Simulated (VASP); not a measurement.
# GaSb (I-4m2) in VASP: electric field gradients with PBE

Aim: the electric field gradients of GaSb with PBE.

All numbers are computed with VASP 6.6.1; they aren't measurements. Logs are shortened: lines on timing, memory, paths and dates and some standing lists are left out, and cuts for length are marked.

### 1 The cell of the first run

It takes space group I-4m2 (No. 119, tetragonal). The conventional cell has a = 4.370 Å, b = 4.370 Å, c = 5.996 Å, α = 90.00°, β = 90.00°, γ = 90.00°. Ga (site symmetry -4m2) has 4 Sb at 2.65 Å within 3.5 Å. Within 3.5 Å of Sb (site symmetry -4m2) lie 4 Ga at 2.65 Å.

### 2 Electric field gradients, PBE (z stretched by -2 % at fixed volume)

INCAR reads:

```
PREC = Accurate
ENCUT = 520
EDIFF = 1E-8
ISMEAR = -1
SIGMA = 0.05
LREAL = False
LASPH = True
NELM = 60
ALGO = Normal
ISIF = 2
LWAVE = False
LCHARG = False
GGA = PE
LEFG = True
NBANDS = 16
```

KPOINTS reads:

```
Automatic mesh
0
Gamma
  9 9 9
```

POSCAR reads:

```
GaSb
1.0
    0.0000000000      3.0900566339      2.9978200000
    3.0900566339      0.0000000000      2.9978200000
    3.0900566339      3.0900566339      0.0000000000
Ga Sb
1 1
Direct
    0.0000000000      0.0000000000      0.0000000000
    0.7500000000      0.7500000000      0.7500000000
```

Potentials or basis: VASP PAW PBE potentials, release 64 (Ga_d, Sb).

Launch:

```bash
cat potpaw_PBE.64/Ga_d/POTCAR potpaw_PBE.64/Sb/POTCAR > POTCAR
mpirun -np 1 vasp_std > vasp.out
```

OUTCAR:

```text
PREC = Accurate
   ENCUT = 520
   EDIFF = 1E-8
   ISMEAR = -1
   LREAL = False
   LASPH = True
   NELM = 60
   ISIF = 2
   GGA = PE

 ion  position               nearest neighbor table
   1  0.000  0.000  0.000-   2 2.65   2 2.65   2 2.65   2 2.65
   2  0.750  0.750  0.750-   1 2.65   1 2.65   1 2.65   1 2.65

  LATTYP: Found a body centered tetragonal cell.
 ALAT       =     4.3700000002
 C/A-ratio  =     1.3719999999

  Lattice vectors:

 A1 = (   0.0000000000,  -3.0900566339,  -2.9978200000)
 A2 = (   0.0000000000,   3.0900566339,  -2.9978200000)
 A3 = (   3.0900566339,   0.0000000000,   2.9978200000)

Analysis of symmetry for initial positions (statically):
=====================================================================
 Subroutine PRICEL returns:
 Original cell was already a primitive cell.

 Routine SETGRP: Setting up the symmetry group for a
 body centered tetragonal supercell.

 Subroutine GETGRP returns: Found  8 space group operations
 (whereof  8 operations were pure point group operations)
 out of a pool of 16 trial point group operations.

The static configuration has the point symmetry D_2d.

Analysis of symmetry for dynamics (positions and initial velocities):
=====================================================================
 Subroutine PRICEL returns:
 Original cell was already a primitive cell.

 Routine SETGRP: Setting up the symmetry group for a
 body centered tetragonal supercell.

 Subroutine GETGRP returns: Found  8 space group operations
 (whereof  8 operations were pure point group operations)
 out of a pool of 16 trial point group operations.

The dynamic configuration has the point symmetry D_2d.

 Subroutine INISYM returns: Found  8 space group operations
 (whereof  8 operations are pure point group operations),
 and found     1 'primitive' translations

----------------------------------------------------------------------------------------

                                     Primitive cell

  volume of cell :      57.2491

  direct lattice vectors                    reciprocal lattice vectors
     0.000000000  3.090056634  2.997820000    -0.161809332  0.161809332  0.166787866
     3.090056634  0.000000000  2.997820000     0.161809332 -0.161809332  0.166787866
     3.090056634  3.090056634  0.000000000     0.161809332  0.161809332 -0.166787866

  length of vectors
     4.305272901  4.305272901  4.370000000     0.283165521  0.283165521  0.283165521

  position of ions in fractional coordinates (direct lattice)
     0.000000000  0.000000000  0.000000000
     0.750000000  0.750000000  0.750000000

  ion indices of the primitive-cell ions
   primitive index   ion index
                 1           1
                 2           2

----------------------------------------------------------------------------------------

 KPOINTS: Automatic mesh

Automatic generation of k-mesh.
 Grid dimensions read from file:
 generate k-points for:    9    9    9

 Generating k-lattice:

  Cartesian coordinates                     Fractional coordinates (reciprocal lattice)
    -0.017978815  0.017978815  0.018531985     0.111111111  0.000000000  0.000000000
     0.017978815 -0.017978815  0.018531985     0.000000000  0.111111111  0.000000000
     0.017978815  0.017978815 -0.018531985     0.000000000  0.000000000  0.111111111

  Length of vectors
     0.031462836  0.031462836  0.031462836

  Shift w.r.t. Gamma in fractional coordinates (k-lattice)
     0.000000000  0.000000000  0.000000000

 Subroutine IBZKPT returns following result:
 ===========================================

 Found     75 irreducible k-points:

 Following reciprocal coordinates:
            Coordinates               Weight
  0.000000  0.000000  0.000000      1.000000
  0.111111  0.000000  0.000000      8.000000
  0.222222  0.000000  0.000000      8.000000
  0.333333  0.000000  0.000000      8.000000
  0.444444  0.000000  0.000000      8.000000
  0.111111  0.111111  0.000000      2.000000
[... 16 lines left out ...]
 -0.333333  0.333333  0.000000      4.000000
  0.444444  0.444444  0.000000      2.000000
 [... further k-points ...]
   k-points           NKPTS =     75   k-points in BZ     NKDIM =     75   number of bands    NBANDS=     16
   number of dos      NEDOS =    301   number of ions     NIONS =      2
   total plane-waves  NPLWV =  36864
   dimension x,y,z NGX =    32 NGY =   32 NGZ =   36
   dimension x,y,z NGXF=    64 NGYF=   64 NGZF=   72
   ions per type =               1   1
   NGX,Y,Z   is equivalent  to a cutoff of  12.36, 12.36, 13.70 a.u.
   NGXF,Y,Z  is equivalent  to a cutoff of  24.71, 24.71, 27.39 a.u.
 SYSTEM =  unknown system
   PREC   = accura    normal or accurate (medium, high low for compatibility)
   ISTART =      0    job   : 0-new  1-cont  2-samecut
   ICHARG =      2    charge: 1-file 2-atom 10-const
   ISPIN  =      1    spin polarized calculation?
   LNONCOLLINEAR =      F non collinear calculations
   LSORBIT =      F    spin-orbit coupling
   LASPH  =      T    aspherical Exc in radial PAW
   ENCUT  =  520.0 eV  38.22 Ry    6.18 a.u.   8.00  8.00  8.13*2*pi/ulx,y,z
   NELM   =     60;   NELMIN=  2; NELMDL= -5     # of ELM steps
   EDIFF  = 0.1E-07   stopping-criterion for ELM
   LREAL  =      F    real-space projection
   EDIFFG = 0.1E-06   stopping-criterion for IOM
   NSW    =      0    number of steps for IOM
   IBRION =     -1    ionic relax: 0-MD 1-quasi-New 2-CG
   NFREE  =      0    steps in history (QN), initial steepest desc. (CG)
   ISIF   =      2    stress and relaxation
   ISYM   =      2    0-nonsym 1-usesym 2-fastsym
   POTIM  = 0.5000    time-step for ionic-motion
   TEBEG  =    0.0;   TEEND  =   0.0 temperature during run
   PSTRESS=    0.0 pullay stress
   NELECT =      18.0000    total number of electrons
   NUPDOWN=      -1.0000    fix difference up-down
   EMIN   =  10.00;   EMAX   =-10.00  energy-range for DOS
   EFERMI =   0.00;   METHOD = LEGACY
   ISMEAR =    -1;   SIGMA  =   0.05  broadening in eV -4-tet -1-fermi 0-gaus
   EFERMI_NEDOS =   21; number of points for ismear=-14 and -15
   IALGO  =     38    algorithm
   IMIX   =      4    mixing-type and parameters
     AMIX     =   0.40;   BMIX     =  1.00
     AMIX_MAG =   1.60;   BMIX_MAG =  1.00
  volume/ion in A,a.u.               =      28.62       193.17
  Fermi-wavevector in a.u.,A,eV,Ry     =   1.113208  2.103657 16.860766  1.239231
  Thomas-Fermi vector in A             =   2.249790
   LORBIT       =      0    0 simple, 1 ext, 2 COOP (PROOUT), +10 PAW based schemes
   GGA     = PE    functional components
   LHFCALC =     F    Hartree Fock is set to
   AEXX    =    0.0000 exact exchange contribution
   IVDW    =     0    specifies the selected vdW correction
   LEPSILON=     F    determine dielectric tensor
   LRPA    =     F    only Hartree local field effects (RPA)
 non-spin polarized calculation
  energy-cutoff  :      520.00
  volume of cell :       57.25
 maximum number of plane-waves:      1560
   NGX = 17   NGY = 17   NGZ = 17

 number of electron      17.9999992 magnetization

 Free energy of the ion-electron system (eV)
  ---------------------------------------------------
  ext. energy  EPLUGINS =         0.00000000
  ---------------------------------------------------
  free energy    TOTEN  =        -7.34522838 eV

  energy without entropy =       -7.34490709  energy(sigma->0) =       -7.34506773

 E-fermi :   4.9632     XC(G=0):  -9.0900

 val. band max:        4.9000695250   @ k =   0.0000   0.0000   0.0000
 cond. band min:       4.9816544150   @ k =   0.0000   0.0000   0.0000
 fundamental gap:      0.0815848900
 Fermi energy:         4.9632197828

 k-point     1 :       0.0000    0.0000    0.0000
  band No.  band energies     occupation
      1     -10.1651      2.00000
      2     -10.1651      2.00000
      3     -10.1610      2.00000
      4     -10.1161      2.00000
      5     -10.1122      2.00000
      6      -6.6045      2.00000
[... 8 lines left out ...]
     15      13.2153      0.00000
     16      13.6810      0.00000

 k-point     2 :       0.1111    0.0000    0.0000
  band No.  band energies     occupation
      1     -10.1675      2.00000
      2     -10.1636      2.00000
      3     -10.1604      2.00000
      4     -10.1164      2.00000
      5     -10.1123      2.00000
      6      -6.4778      2.00000
[... 8 lines left out ...]
     15      12.5760      0.00000
     16      12.8907      0.00000

 k-point     3 :       0.2222    0.0000    0.0000
  band No.  band energies     occupation
      1     -10.1754      2.00000
      2     -10.1601      2.00000
      3     -10.1574      2.00000
      4     -10.1167      2.00000
      5     -10.1124      2.00000
      6      -6.1122      2.00000
[... 8 lines left out ...]
     15      12.3185      0.00000
     16      12.5404      0.00000

 k-point     4 :       0.3333    0.0000    0.0000
  band No.  band energies     occupation
      1     -10.1846      2.00000
      2     -10.1566      2.00000
      3     -10.1540      2.00000
      4     -10.1167      2.00000
      5     -10.1120      2.00000
      6      -5.5712      2.00000
[... 8 lines left out ...]
     15      12.9886      0.00000
     16      13.0036      0.00000

 k-point     5 :       0.4444    0.0000    0.0000
  band No.  band energies     occupation
      1     -10.1905      2.00000
      2     -10.1545      2.00000
      3     -10.1520      2.00000
      4     -10.1165      2.00000
      5     -10.1114      2.00000
      6      -5.0675      2.00000
[... 8 lines left out ...]
     15      14.2341      0.00000
     16      14.3794      0.00000

 k-point     6 :       0.1111    0.1111    0.0000
  band No.  band energies     occupation
      1     -10.1672      2.00000
      2     -10.1623      2.00000
      3     -10.1623      2.00000
      4     -10.1174      2.00000
      5     -10.1117      2.00000
      6      -6.4296      2.00000
[... 8 lines left out ...]
     15      12.1523      0.00000
     16      13.3810      0.00000
[... 267 lines left out ...]
 k-point    21 :       0.4444    0.3333    0.0000
  band No.  band energies     occupation
      1     -10.2025      2.00000
      2     -10.1441      2.00000
      3     -10.1437      2.00000
      4     -10.1265      2.00000
      5     -10.1083      2.00000
      6      -4.6373      2.00000
[... 8 lines left out ...]
     15      15.5480      0.00000
     16      15.5499      0.00000

 k-point    22 :      -0.4444    0.3333    0.0000
  band No.  band energies     occupation
      1     -10.2027      2.00000
      2     -10.1448      2.00000
      3     -10.1435      2.00000
      4     -10.1248      2.00000
      5     -10.1094      2.00000
      6      -4.2673      2.00000
[... 8 lines left out ...]
     15      14.2623      0.00000
     16      16.6307      0.00000

 k-point    23 :      -0.3333    0.3333    0.0000
  band No.  band energies     occupation
      1     -10.1992      2.00000
      2     -10.1469      2.00000
      3     -10.1460      2.00000
      4     -10.1217      2.00000
      5     -10.1113      2.00000
      6      -4.3888      2.00000
[... 8 lines left out ...]
     15      12.9077      0.00000
     16      17.1855      0.00000

 k-point    24 :       0.4444    0.4444    0.0000
  band No.  band energies     occupation
      1     -10.2073      2.00000
      2     -10.1408      2.00000
      3     -10.1408      2.00000
      4     -10.1289      2.00000
      5     -10.1075      2.00000
      6      -4.2649      2.00000
[... 8 lines left out ...]
     15      15.8530      0.00000
     16      16.1677      0.00000

 [... further k-points ...]

------------------------ aborting loop because EDIFF is reached ----------------------------------------

  FORCE on cell =-STRESS in cart. coord.  units (eV):
  Direction    XX          YY          ZZ          XY          YZ          ZX
  --------------------------------------------------------------------------------------
  -------------------------------------------------------------------------------------
  Total        0.7181113      0.7181113      1.1474438      0.0000000      0.0000000     -0.0000000
  in kB       20.0971241     20.0971241     32.1124595      0.0000000      0.0000000     -0.0000000
  external PRESSURE =      24.1022359 kB  Pullay stress =       0.0000000 kB

 VOLUME and BASIS-vectors are now :
 -----------------------------------------------------------------------------
  energy-cutoff  :      520.00
  volume of cell :       57.25
      direct lattice vectors                 reciprocal lattice vectors
     0.000000000  3.090056634  2.997820000    -0.161809332  0.161809332  0.166787866
     3.090056634  0.000000000  2.997820000     0.161809332 -0.161809332  0.166787866
     3.090056634  3.090056634  0.000000000     0.161809332  0.161809332 -0.166787866

 POSITION                                       TOTAL-FORCE (eV/Angst)
 -----------------------------------------------------------------------------------
      0.00000      0.00000      0.00000         0.000000      0.000000      0.000000
      4.63508      4.63508      4.49673        -0.000000     -0.000000     -0.000000
 -----------------------------------------------------------------------------------
    total drift:                               -0.000001     -0.000001      0.000001

  FREE ENERGIE OF THE ION-ELECTRON SYSTEM (eV)
  ---------------------------------------------------
  free  energy   TOTEN  =        -7.3452283823 eV

  energy  without entropy=       -7.3449070860  energy(sigma->0) =       -7.34506773

 Electric field gradients (V/A^2)
---------------------------------------------------------------------
 ion       V_xx      V_yy      V_zz      V_xy      V_xz      V_yz
---------------------------------------------------------------------
   1      -1.833    -1.833     3.667    -0.002    -0.002    -0.002
   2       2.889     2.889    -5.777     0.000     0.000     0.000
---------------------------------------------------------------------

 Electric field gradients after diagonalization (V/A^2)
 (convention: |V_zz| > |V_xx| > |V_yy|)
----------------------------------------------------------------------
 ion       V_xx      V_yy      V_zz     asymmetry (V_yy - V_xx)/ V_zz
----------------------------------------------------------------------
   1      -1.835    -1.831     3.667       0.001
   2       2.889     2.889    -5.777       0.000
----------------------------------------------------------------------

           NMR quadrupolar parameters

 Cq : quadrupolar parameter    Cq=e*Q*V_zz/h
 eta: asymmetry parameters     (V_yy - V_xx)/ V_zz
 Q  : nuclear electric quadrupole moment in mb (millibarn)
----------------------------------------------------------------------
 ion       Cq(MHz)       eta       Q (mb)
----------------------------------------------------------------------
   1       0.009       0.001       1.000
   2      -0.014       0.000       1.000
----------------------------------------------------------------------
```

Wall time 82 s (1 thread of AMD EPYC 7R43 (Zen 3), shared host); peak memory 0.19 GiB.

What came out:

```yaml
Free_energy: -7.3452 eV
Pressure: 2.4 GPa
Band_gap_on_the_k_mesh: 0.08 eV
Largest_electric_field_gradient_by_atom: Ga +3.7; Sb -5.8 V/Å²
```

Electric field gradients, principal values (V/Å²):
| atom | least | middle | greatest (by size) |
| --- | --- | --- | --- |
| 1 Ga | -1.831 | -1.835 | 3.667 |
| 2 Sb | 2.889 | 2.889 | -5.777 |

Caveat: without QUAD_EFG the Cq values of the log hold for a quadrupole moment of 1 mb, not for the nuclei; spin-orbit coupling is left out, which moves the levels of the heavy elements; an odd mesh through Γ misses points on the zone boundary, where band edges can lie.
